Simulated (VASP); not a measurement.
# CsBr (Pm-3m) in VASP: notebook

Runs on CsBr. Level: r2SCAN. Tasks: single point.

All numbers are computed with VASP 6.6.1; they aren't measurements. Logs are shortened: lines on timing, memory, paths and dates and some standing lists are left out, and cuts for length are marked.

## 1. The cell of the first run

It takes space group Pm-3m (No. 221, cubic). Conventional cell: a = 4.231 Å, b = 4.231 Å, c = 4.231 Å, α = 90.00°, β = 90.00°, γ = 90.00°. Cs (site symmetry m-3m) has 8 Br at 3.66 Å and 6 Cs at 4.23 Å within 4.8 Å. Br (site symmetry m-3m) has 8 Cs at 3.66 Å and 6 Br at 4.23 Å within 4.8 Å.

## 2. Single point, r2SCAN (volume changed by -6%)

File POSCAR:

```
CsBr
1.0
    4.2314207103      0.0000000000      0.0000000000
    0.0000000000      4.2314207103      0.0000000000
    0.0000000000      0.0000000000      4.2314207103
Cs Br
1 1
Direct
    0.0000000000      0.0000000000      0.0000000000
    0.5000000000      0.5000000000      0.5000000000
```

File INCAR.step1:

```
ALGO = Normal ; EDIFF = 1E-5
ENCUT = 550 ; GGA = PE
GGA_COMPAT = F ; ISMEAR = 0
LASPH = T ; LCHARG = F
LREAL = F ; LWAVE = T
NBANDS = 15 ; NELM = 120
PREC = Accurate ; SIGMA = 0.01
```

File INCAR.step2:

```
ALGO = Normal ; EDIFF = 1E-6
ENCUT = 550 ; GGA_COMPAT = F
ISIF = 2 ; ISMEAR = 0
ISTART = 1 ; LASPH = T
LCHARG = F ; LMIXTAU = T
LREAL = F ; LWAVE = F
METAGGA = R2SCAN ; NBANDS = 15
NELM = 120 ; PREC = Accurate
SIGMA = 0.01
```

File KPOINTS:

```
k-points
0
Gamma
  6 6 6
```

Potentials or basis: VASP PAW PBE potentials, release 64 (Cs_sv, Br).

On the command line:

```
$ cat potpaw_PBE.64/Cs_sv/POTCAR potpaw_PBE.64/Br/POTCAR > POTCAR
$ cp INCAR.step1 INCAR
$ mpirun -np 1 vasp_std > vasp.out
$ cp INCAR.step2 INCAR
$ mpirun -np 1 vasp_std > vasp.out
```

OUTCAR:

```text
EDIFF = 1E-6
   ENCUT = 550
   ISIF = 2
   ISMEAR = 0
   ISTART = 1
   LASPH = T
   LREAL = F
   METAGGA = R2SCAN
   NELM = 120
   PREC = Accurate

 ion  position               nearest neighbor table
   1  0.000  0.000  0.000-
   2  0.500  0.500  0.500-

  LATTYP: Found a simple cubic cell.
 ALAT       =     4.2314207103

  Lattice vectors:

 A1 = (   4.2314207103,   0.0000000000,   0.0000000000)
 A2 = (   0.0000000000,   4.2314207103,   0.0000000000)
 A3 = (   0.0000000000,   0.0000000000,   4.2314207103)

Analysis of symmetry for initial positions (statically):
=====================================================================
 Subroutine PRICEL returns:
 Original cell was already a primitive cell.

 Routine SETGRP: Setting up the symmetry group for a
 simple cubic supercell.

 Subroutine GETGRP returns: Found 48 space group operations
[... 9 lines left out ...]

 Routine SETGRP: Setting up the symmetry group for a
 simple cubic supercell.

 Subroutine GETGRP returns: Found 48 space group operations
[... 11 lines left out ...]
                                     Primitive cell

  volume of cell :      75.7633

  direct lattice vectors                    reciprocal lattice vectors
     4.231420710  0.000000000  0.000000000     0.236327245  0.000000000  0.000000000
     0.000000000  4.231420710  0.000000000     0.000000000  0.236327245  0.000000000
     0.000000000  0.000000000  4.231420710     0.000000000  0.000000000  0.236327245

  length of vectors
     4.231420710  4.231420710  4.231420710     0.236327245  0.236327245  0.236327245

  position of ions in fractional coordinates (direct lattice)
     0.000000000  0.000000000  0.000000000
     0.500000000  0.500000000  0.500000000

  ion indices of the primitive-cell ions
   primitive index   ion index
                 1           1
                 2           2

----------------------------------------------------------------------------------------

 KPOINTS: k-points

Automatic generation of k-mesh.
 Grid dimensions read from file:
 generate k-points for:    6    6    6

 Generating k-lattice:

  Cartesian coordinates                     Fractional coordinates (reciprocal lattice)
     0.039387874  0.000000000  0.000000000     0.166666667  0.000000000  0.000000000
     0.000000000  0.039387874  0.000000000     0.000000000  0.166666667  0.000000000
     0.000000000  0.000000000  0.039387874     0.000000000  0.000000000  0.166666667

  Length of vectors
     0.039387874  0.039387874  0.039387874

  Shift w.r.t. Gamma in fractional coordinates (k-lattice)
     0.000000000  0.000000000  0.000000000

 Subroutine IBZKPT returns following result:
 ===========================================

 Found     20 irreducible k-points:

 Following reciprocal coordinates:
            Coordinates               Weight
  0.000000  0.000000  0.000000      1.000000
  0.166667  0.000000  0.000000      6.000000
  0.333333  0.000000  0.000000      6.000000
  0.500000  0.000000  0.000000      3.000000
  0.166667  0.166667  0.000000     12.000000
  0.333333  0.166667  0.000000     24.000000
[... 12 lines left out ...]
  0.500000  0.500000  0.333333      6.000000
  0.500000  0.500000  0.500000      1.000000
   k-points           NKPTS =     20   k-points in BZ     NKDIM =     20   number of bands    NBANDS=     15
   number of dos      NEDOS =    301   number of ions     NIONS =      2
   total plane-waves  NPLWV =  32768
   dimension x,y,z NGX =    32 NGY =   32 NGZ =   32
   dimension x,y,z NGXF=    64 NGYF=   64 NGZF=   64
   ions per type =               1   1
   NGX,Y,Z   is equivalent  to a cutoff of  12.57, 12.57, 12.57 a.u.
   NGXF,Y,Z  is equivalent  to a cutoff of  25.14, 25.14, 25.14 a.u.
 SYSTEM =  unknown system
   PREC   = accura    normal or accurate (medium, high low for compatibility)
   ISTART =      1    job   : 0-new  1-cont  2-samecut
   ICHARG =      0    charge: 1-file 2-atom 10-const
   ISPIN  =      1    spin polarized calculation?
   LNONCOLLINEAR =      F non collinear calculations
   LSORBIT =      F    spin-orbit coupling
   LASPH  =      T    aspherical Exc in radial PAW
   ENCUT  =  550.0 eV  40.42 Ry    6.36 a.u.   8.09  8.09  8.09*2*pi/ulx,y,z
   NELM   =    120;   NELMIN=  2; NELMDL=  0     # of ELM steps
   EDIFF  = 0.1E-05   stopping-criterion for ELM
   LREAL  =      F    real-space projection
   EDIFFG = 0.1E-04   stopping-criterion for IOM
   NSW    =      0    number of steps for IOM
   IBRION =     -1    ionic relax: 0-MD 1-quasi-New 2-CG
   NFREE  =      0    steps in history (QN), initial steepest desc. (CG)
   ISIF   =      2    stress and relaxation
   ISYM   =      2    0-nonsym 1-usesym 2-fastsym
   POTIM  = 0.5000    time-step for ionic-motion
   TEBEG  =    0.0;   TEEND  =   0.0 temperature during run
   PSTRESS=    0.0 pullay stress
   NELECT =      16.0000    total number of electrons
   NUPDOWN=      -1.0000    fix difference up-down
   EMIN   =  10.00;   EMAX   =-10.00  energy-range for DOS
   EFERMI =   0.00;   METHOD = LEGACY
   ISMEAR =     0;   SIGMA  =   0.01  broadening in eV -4-tet -1-fermi 0-gaus
   EFERMI_NEDOS =   21; number of points for ismear=-14 and -15
   IALGO  =     38    algorithm
   IMIX   =      4    mixing-type and parameters
     AMIX     =   0.40;   BMIX     =  1.00
     AMIX_MAG =   1.60;   BMIX_MAG =  1.00
  volume/ion in A,a.u.               =      37.88       255.64
  Fermi-wavevector in a.u.,A,eV,Ry     =   0.974904  1.842302 12.931497  0.950438
  Thomas-Fermi vector in A             =   2.105401
   LORBIT       =      0    0 simple, 1 ext, 2 COOP (PROOUT), +10 PAW based schemes
   METAGGA = R2SCAN    functional components
   LHFCALC =     F    Hartree Fock is set to
   AEXX    =    0.0000 exact exchange contribution
   IVDW    =     0    specifies the selected vdW correction
   LEPSILON=     F    determine dielectric tensor
   LRPA    =     F    only Hartree local field effects (RPA)
 non-spin polarized calculation
 Gauss-broadening in eV      SIGMA  =   0.01
  energy-cutoff  :      550.00
  volume of cell :       75.76
 maximum number of plane-waves:      2272
   NGX = 17   NGY = 17   NGZ = 17

 number of electron      15.9999996 magnetization

 Free energy of the ion-electron system (eV)
  ---------------------------------------------------
  ext. energy  EPLUGINS =         0.00000000
  ---------------------------------------------------
  free energy    TOTEN  =       -42.30604298 eV

  energy without entropy =      -42.30604298  energy(sigma->0) =      -42.30604298

 E-fermi :  -0.3929     XC(G=0):  -8.6429

 val. band max:       -0.4487145474   @ k =   0.0000   0.0000   0.0000
 cond. band min:       4.8979384319   @ k =   0.0000   0.0000   0.0000
 fundamental gap:      5.3466529792
 Fermi energy:        -0.3928898736

 k-point     1 :       0.0000    0.0000    0.0000
  band No.  band energies     occupation
      1     -20.7170      2.00000
      2     -13.3096      2.00000
      3      -6.9156      2.00000
      4      -6.9156      2.00000
      5      -6.9156      2.00000
      6      -0.4487      2.00000
      7      -0.4487      2.00000
      8      -0.4487      2.00000
      9       4.8979      0.00000
     10       4.8979      0.00000
     11       5.0053      0.00000
     12       9.4829      0.00000
     13       9.4829      0.00000
     14       9.4829      0.00000
     15      12.4477      0.00000

 k-point     2 :       0.1667    0.0000    0.0000
  band No.  band energies     occupation
      1     -20.7002      2.00000
      2     -13.3167      2.00000
      3      -7.0272      2.00000
      4      -6.8850      2.00000
      5      -6.8850      2.00000
      6      -0.8717      2.00000
      7      -0.5081      2.00000
      8      -0.5081      2.00000
      9       5.0877      0.00000
     10       5.5618      0.00000
     11       5.6812      0.00000
     12       9.3333      0.00000
     13       9.3333      0.00000
     14       9.6374      0.00000
     15      11.0182      0.00000

 k-point     3 :       0.3333    0.0000    0.0000
  band No.  band energies     occupation
      1     -20.6662      2.00000
      2     -13.3332      2.00000
      3      -7.2264      2.00000
      4      -6.8221      2.00000
      5      -6.8221      2.00000
      6      -1.5537      2.00000
      7      -0.6310      2.00000
      8      -0.6310      2.00000
      9       5.5919      0.00000
     10       6.9624      0.00000
     11       7.2055      0.00000
     12       9.2273      0.00000
     13       9.2273      0.00000
     14       9.2962      0.00000
     15      10.0204      0.00000

 k-point     4 :       0.5000    0.0000    0.0000
  band No.  band energies     occupation
      1     -20.6490      2.00000
      2     -13.3427      2.00000
      3      -7.3151      2.00000
      4      -6.7897      2.00000
      5      -6.7897      2.00000
      6      -1.8449      2.00000
      7      -0.6944      2.00000
      8      -0.6944      2.00000
      9       5.9835      0.00000
     10       7.7030      0.00000
     11       8.2930      0.00000
     12       8.4792      0.00000
     13       9.2805      0.00000
     14       9.2805      0.00000
     15      10.2762      0.00000
[... 235 lines left out ...]
 k-point    18 :       0.5000    0.3333    0.3333
  band No.  band energies     occupation
      1     -20.5665      2.00000
      2     -13.1568      2.00000
      3      -7.4428      2.00000
      4      -7.2953      2.00000
      5      -7.2290      2.00000
      6      -1.5083      2.00000
      7      -1.4717      2.00000
      8      -1.1821      2.00000
      9       7.2759      0.00000
     10       7.4920      0.00000
     11       8.2116      0.00000
     12       8.5367      0.00000
     13       9.3481      0.00000
     14      10.2161      0.00000
     15      12.0593      0.00000

 k-point    19 :       0.5000    0.5000    0.3333
  band No.  band energies     occupation
      1     -20.5530      2.00000
      2     -13.1296      2.00000
      3      -7.4208      2.00000
      4      -7.4208      2.00000
      5      -7.2119      2.00000
      6      -1.5667      2.00000
      7      -1.5667      2.00000
      8      -1.4713      2.00000
      9       7.9279      0.00000
     10       8.0212      0.00000
     11       8.1717      0.00000
     12       8.1717      0.00000
     13      10.4353      0.00000
     14      10.4353      0.00000
     15      11.7253      0.00000

 k-point    20 :       0.5000    0.5000    0.5000
  band No.  band energies     occupation
      1     -20.5396      2.00000
      2     -13.1059      2.00000
      3      -7.3626      2.00000
      4      -7.3626      2.00000
      5      -7.3626      2.00000
      6      -1.7356      2.00000
      7      -1.7356      2.00000
      8      -1.7356      2.00000
      9       8.7362      0.00000
     10       8.7362      0.00000
     11       8.7362      0.00000
     12       9.6518      0.00000
     13       9.6518      0.00000
     14       9.6518      0.00000
     15      11.7802      0.00000

------------------------ aborting loop because EDIFF is reached ----------------------------------------

  FORCE on cell =-STRESS in cart. coord.  units (eV):
  Direction    XX          YY          ZZ          XY          YZ          ZX
  --------------------------------------------------------------------------------------
  -------------------------------------------------------------------------------------
  Total        0.5883177      0.5883177      0.5883177     -0.0000000     -0.0000000      0.0000000
  in kB       12.4412452     12.4412452     12.4412452     -0.0000000     -0.0000000      0.0000000
  external PRESSURE =      12.4412452 kB  Pullay stress =       0.0000000 kB

 VOLUME and BASIS-vectors are now :
 -----------------------------------------------------------------------------
  energy-cutoff  :      550.00
  volume of cell :       75.76
      direct lattice vectors                 reciprocal lattice vectors
     4.231420710  0.000000000  0.000000000     0.236327245  0.000000000  0.000000000
     0.000000000  4.231420710  0.000000000     0.000000000  0.236327245  0.000000000
     0.000000000  0.000000000  4.231420710     0.000000000  0.000000000  0.236327245

 POSITION                                       TOTAL-FORCE (eV/Angst)
 -----------------------------------------------------------------------------------
      0.00000      0.00000      0.00000         0.000000      0.000000      0.000000
      2.11571      2.11571      2.11571         0.000000      0.000000      0.000000
 -----------------------------------------------------------------------------------
    total drift:                                0.000000      0.000000     -0.000000

  FREE ENERGIE OF THE ION-ELECTRON SYSTEM (eV)
  ---------------------------------------------------
  free  energy   TOTEN  =       -42.3060429780 eV

  energy  without entropy=      -42.3060429780  energy(sigma->0) =      -42.30604298
```

Wall time 47 s (1 thread of Intel Xeon Platinum 8259CL at 2.50GHz (Skylake/Cascade Lake), shared host); peak memory 0.19 GiB.

What came out:

| Quantity | Value |
| --- | --- |
| Free energy | -42.3060 eV |
| Pressure | 1.2 GPa |
| Band gap on the k mesh | 5.35 eV, direct |

Caveat: the PAW data sets were made with another functional, which shifts forces and pressure a little; spin-orbit coupling is left out, which moves the levels of the heavy elements. A k mesh can miss the band edges.

(Part 1 of 2 ends here.)
